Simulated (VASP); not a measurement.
# Al4C (P-3m1) in VASP: vibrations by perturbation theory with PBE

Aim: the vibrations by perturbation theory of Al4C with PBE.

All numbers are computed with VASP 6.6.1; they aren't measurements. Logs are shortened: lines on timing, memory, paths and dates and some standing lists are left out, and cuts for length are marked.

### 1 The cell of the first run

Symmetry: P-3m1, No. 164, trigonal system. Conventional cell: a = 3.063 Å, b = 3.063 Å, c = 8.893 Å, α = 90.00°, β = 90.00°, γ = 120.00°. Within 2.9 Å of Al (site symmetry 3m) lie 3 C at 2.06 Å and 6 Al at 2.74 to 2.90 Å. Within 3.8 Å of Al (site symmetry 3m) lie 12 Al at 2.83 to 3.06 Å and 3 C at 3.78 Å. Within 2.7 Å of C (site symmetry -3m) lie 6 Al at 2.06 Å.

### 2 Vibrations by perturbation theory, PBE

INCAR reads:

```
PREC = Accurate
ENCUT = 520
EDIFF = 1E-8
ISMEAR = -1
SIGMA = 0.15
LREAL = F
LASPH = T
NELM = 80
ALGO = Normal
ISIF = 2
LWAVE = F
LCHARG = F
GGA = PE
IBRION = 8
NSW = 1
```

KPOINTS reads:

```
Automatic mesh
0
Gamma
  15 15 4
```

POSCAR reads:

```
Al4C
1.0
    3.0626219233      0.0000000000      0.0000000000
   -1.5313109616      2.6523083877      0.0000000000
    0.0000000000      0.0000000000      8.8933080739
Al C
4 1
Direct
    0.3333333333      0.6666666667      0.8820703433
    0.3333333333      0.6666666667      0.3759851557
    0.6666666667      0.3333333333      0.1179296567
    0.6666666667      0.3333333333      0.6240148443
    0.0000000000      0.0000000000      0.0000000000
```

Potentials or basis: VASP PAW PBE potentials, release 64 (Al, C).

On the command line:

```console
cat potpaw_PBE.64/Al/POTCAR potpaw_PBE.64/C/POTCAR > POTCAR
mpirun -np 1 vasp_std > vasp.out
```

OUTCAR:

```text
PREC = Accurate
   ENCUT = 520
   EDIFF = 1E-8
   ISMEAR = -1
   LREAL = F
   LASPH = T
   NELM = 80
   ISIF = 2
   GGA = PE
   IBRION = 8
   NSW = 1

 ion  position               nearest neighbor table
   1  0.333  0.667  0.882-   5 2.06   5 2.06   5 2.06   3 2.74   3 2.74   3 2.74   4 2.90   4 2.90
                             4 2.90
   2  0.333  0.667  0.376-   4 2.83   4 2.83   4 2.83   3 2.90   3 2.90   3 2.90
   3  0.667  0.333  0.118-   5 2.06   5 2.06   5 2.06   1 2.74   1 2.74   1 2.74   2 2.90   2 2.90
                             2 2.90
   4  0.667  0.333  0.624-   2 2.83   2 2.83   2 2.83   1 2.90   1 2.90   1 2.90
   5  0.000  0.000  0.000-   1 2.06   3 2.06   1 2.06   3 2.06   3 2.06   1 2.06

  LATTYP: Found a hexagonal cell.
 ALAT       =     3.0626219233
 C/A-ratio  =     2.9038217242

  Lattice vectors:

 A1 = (   3.0626219233,   0.0000000000,   0.0000000000)
 A2 = (  -1.5313109616,   2.6523083877,   0.0000000000)
 A3 = (   0.0000000000,   0.0000000000,   8.8933080739)

Analysis of symmetry for initial positions (statically):
=====================================================================
 Subroutine PRICEL returns:
 Original cell was already a primitive cell.

 Routine SETGRP: Setting up the symmetry group for a
 hexagonal supercell.

 Subroutine GETGRP returns: Found 12 space group operations
 (whereof 12 operations were pure point group operations)
 out of a pool of 24 trial point group operations.

The static configuration has the point symmetry D_3d.

Analysis of symmetry for dynamics (positions and initial velocities):
=====================================================================
 Subroutine PRICEL returns:
 Original cell was already a primitive cell.

 Routine SETGRP: Setting up the symmetry group for a
 hexagonal supercell.

 Subroutine GETGRP returns: Found 12 space group operations
 (whereof 12 operations were pure point group operations)
 out of a pool of 24 trial point group operations.

The dynamic configuration has the point symmetry D_3d.

 Subroutine INISYM returns: Found 12 space group operations
 (whereof 12 operations are pure point group operations),
 and found     1 'primitive' translations

----------------------------------------------------------------------------------------

                                     Primitive cell

  volume of cell :      72.2405

  direct lattice vectors                    reciprocal lattice vectors
     3.062621923  0.000000000  0.000000000     0.326517613  0.188515032  0.000000000
    -1.531310962  2.652308388  0.000000000     0.000000000  0.377030064  0.000000000
     0.000000000  0.000000000  8.893308074     0.000000000  0.000000000  0.112444097

  length of vectors
     3.062621923  3.062621923  8.893308074     0.377030064  0.377030064  0.112444097

  position of ions in fractional coordinates (direct lattice)
[... 509 lines left out ...]
  -------------------------------------------------------------------------------------
  Total       -0.0009135     -0.0009135     -0.0541768     -0.0000000      0.0000000     -0.0000000
  in kB       -0.0202595     -0.0202595     -1.2015541     -0.0000000      0.0000000     -0.0000000
  external PRESSURE =      -0.4140244 kB  Pullay stress =       0.0000000 kB

 VOLUME and BASIS-vectors are now :
 -----------------------------------------------------------------------------
  energy-cutoff  :      520.00
  volume of cell :       72.24
      direct lattice vectors                 reciprocal lattice vectors
     3.062621923  0.000000000  0.000000000     0.326517613  0.188515032  0.000000000
    -1.531310962  2.652308388  0.000000000     0.000000000  0.377030064  0.000000000
     0.000000000  0.000000000  8.893308074     0.000000000  0.000000000  0.112444097

 POSITION                                       TOTAL-FORCE (eV/Angst)
 -----------------------------------------------------------------------------------
     -0.00000      1.76821      7.84452         0.000000     -0.000000      0.011673
     -0.00000      1.76821      3.34375         0.000000     -0.000000     -0.001218
      1.53131      0.88410      1.04878        -0.000000      0.000000     -0.011673
      1.53131      0.88410      5.54956        -0.000000      0.000000      0.001218
      0.00000      0.00000      0.00000        -0.000000      0.000000     -0.000000
 -----------------------------------------------------------------------------------
    total drift:                               -0.000000     -0.000000      0.000000

  FREE ENERGIE OF THE ION-ELECTRON SYSTEM (eV)
  ---------------------------------------------------
  free  energy   TOTEN  =       -24.0163090987 eV

  energy  without entropy=      -23.9162703052  energy(sigma->0) =      -23.96628970

[... ionic steps 2 to 15 ...]

--------------------------------------- Ionic step       16  -------------------------------------------

------------------------ aborting loop because EDIFF is reached ----------------------------------------

[... ionic steps 17 to 17 ...]

--------------------------------------- Ionic step       18  -------------------------------------------

 Free energy of the ion-electron system (eV)
  ---------------------------------------------------
  ---------------------------------------------------
  free energy    TOTEN  =        -0.13799573 eV

  energy without entropy =       -0.13799574

------------------------ aborting loop because EDIFF is reached ----------------------------------------

 INTERNAL STRAIN TENSOR  FOR ION    5  DIRECTION 3   (eV/Angst):
 -----------------------------------------------------------------------------
    -0.00685 -0.00000  0.00000
    -0.00000 -0.00685  0.00000
    -0.00000  0.00000  0.01564

 INTERNAL STRAIN TENSOR FOR ION    5 for displacements in x,y,z  (eV/Angst):
          X           Y           Z          XY          YZ          ZX
  --------------------------------------------------------------------------------
  x     0.00000     0.00000     0.00000     0.00000     0.00000     0.00000
  y     0.00000     0.00000     0.00000     0.00000     0.00000     0.00000
  z     0.00000     0.00000     0.00000     0.00000     0.00000     0.00000

 SECOND DERIVATIVES (NOT SYMMETRIZED)
 ------------------------------------
               1X          1Y          1Z          2X          2Y          2Z          3X          3Y          3Z          4X          4Y          4Z          5X          5Y          5Z
  1X    -7.459741   -0.000000    0.000000   -0.085184   -0.000000   -0.000000    0.794574    0.000000    0.000000    0.326676    0.000000    0.000000    6.423675    0.000000    0.000000
  1Y    -0.000000   -7.459741   -0.000000   -0.000000   -0.085184    0.000000    0.000000    0.794574    0.000000    0.000000    0.326676    0.000000    0.000000    6.423675    0.000000
  1Z     0.000000   -0.000000  -14.474888   -0.000000    0.000000   -0.183403    0.000000    0.000000    8.250813   -0.000000    0.000000    2.286690    0.000000    0.000000    4.120788
  2X    -0.084712   -0.000000    0.000000   -0.981546   -0.000000    0.000000    0.326587    0.000000   -0.000000    0.616459    0.000000   -0.000000    0.123212    0.000000    0.000000
  2Y    -0.000000   -0.084712    0.000000   -0.000000   -0.981546    0.000000    0.000000    0.326587    0.000000    0.000000    0.616459    0.000000    0.000000    0.123212    0.000000
  2Z     0.000000   -0.000000   -0.178666    0.000000    0.000000   -6.353350    0.000000    0.000000    2.287082    0.000000    0.000000    3.119534   -0.000000    0.000000    1.125400
  3X     0.794574    0.000000    0.000000    0.326676    0.000000    0.000000   -7.459741   -0.000000    0.000000   -0.085184   -0.000000   -0.000000    6.423675    0.000000    0.000000
  3Y     0.000000    0.794574    0.000000    0.000000    0.326676    0.000000   -0.000000   -7.459741   -0.000000   -0.000000   -0.085184    0.000000    0.000000    6.423675    0.000000
  3Z     0.000000    0.000000    8.250813   -0.000000    0.000000    2.286690    0.000000   -0.000000  -14.474888   -0.000000    0.000000   -0.183403    0.000000    0.000000    4.120788
  4X     0.326587    0.000000   -0.000000    0.616459    0.000000   -0.000000   -0.084712   -0.000000    0.000000   -0.981546   -0.000000    0.000000    0.123212    0.000000    0.000000
  4Y     0.000000    0.326587    0.000000    0.000000    0.616459    0.000000   -0.000000   -0.084712    0.000000   -0.000000   -0.981546    0.000000    0.000000    0.123212    0.000000
  4Z     0.000000    0.000000    2.287082    0.000000    0.000000    3.119534    0.000000   -0.000000   -0.178666    0.000000    0.000000   -6.353350   -0.000000    0.000000    1.125400
  5X     6.421521    0.000000    0.000000    0.121400    0.000000    0.000000    6.421521    0.000000    0.000000    0.121400    0.000000    0.000000  -13.085844   -0.000000    0.000000
  5Y     0.000000    6.421521    0.000000    0.000000    0.121400    0.000000    0.000000    6.421521    0.000000    0.000000    0.121400    0.000000   -0.000000  -13.085844    0.000000
  5Z     0.000000    0.000000    4.119225   -0.000000   -0.000000    1.124666    0.000000    0.000000    4.119225   -0.000000   -0.000000    1.124666    0.000000   -0.000000  -10.487783

 Eigenvectors and eigenvalues of the dynamical matrix
 ----------------------------------------------------

   1 f  =   17.999024 THz   113.091203 2PiTHz  600.382816 cm-1    74.437949 meV
             X         Y         Z           dx          dy          dz
     -0.000000  1.768206  7.844523    -0.283638   -0.096524    0.000000
     -0.000000  1.768206  3.343752    -0.002504   -0.000852    0.000000
      1.531311  0.884103  1.048785    -0.283638   -0.096524   -0.000000
      1.531311  0.884103  5.549556    -0.002504   -0.000852    0.000000
      0.000000  0.000000  0.000000     0.857495    0.291812   -0.000000
[... 105 lines left out ...]
  15 f/i=    0.003888 THz     0.024428 2PiTHz    0.129687 cm-1     0.016079 meV
             X         Y         Z           dx          dy          dz
     -0.000000  1.768206  7.844523    -0.401591    0.253516    0.000000
     -0.000000  1.768206  3.343752    -0.400415    0.252774    0.000000
      1.531311  0.884103  1.048785    -0.401591    0.253516    0.000000
      1.531311  0.884103  5.549556    -0.400415    0.252774    0.000000
      0.000000  0.000000  0.000000    -0.268011    0.169190    0.000000

--------------------------------------------------------------------------------------------------------

 ELASTIC MODULI CONTR FROM IONIC RELAXATION (kBar)
 Direction    XX          YY          ZZ          XY          YZ          ZX
 --------------------------------------------------------------------------------
 XX         -19.4221     -6.9043    -65.6522     -0.0000    -10.4196     -0.0000
 YY          -6.9043    -19.4221    -65.6522     -0.0000     10.4196      0.0000
 ZZ         -65.6522    -65.6522   -408.1861     -0.0000      0.0000      0.0000
 XY          -0.0000     -0.0000     -0.0000     -6.2589      0.0000    -12.1987
 YZ         -10.4196     10.4196      0.0000      0.0000   -347.5596     -0.0000
 ZX          -0.0000      0.0000      0.0000    -12.1987     -0.0000   -372.6219
 --------------------------------------------------------------------------------
```

Run time: 11 min. Hardware: 1 thread of AMD EPYC 9R45 (Zen 5), shared host; peak memory 0.82 GiB.

What came out:

```
Highest phonon frequency at Γ : 600 cm⁻¹
```

Phonon frequencies in cm⁻¹ (negative: imaginary):
| q point | frequencies |
| --- | --- |
| (0.000, 0.000, 0.000) | 0 0 0 82 82 126 126 241 289 289 302 483 524 600 600 |
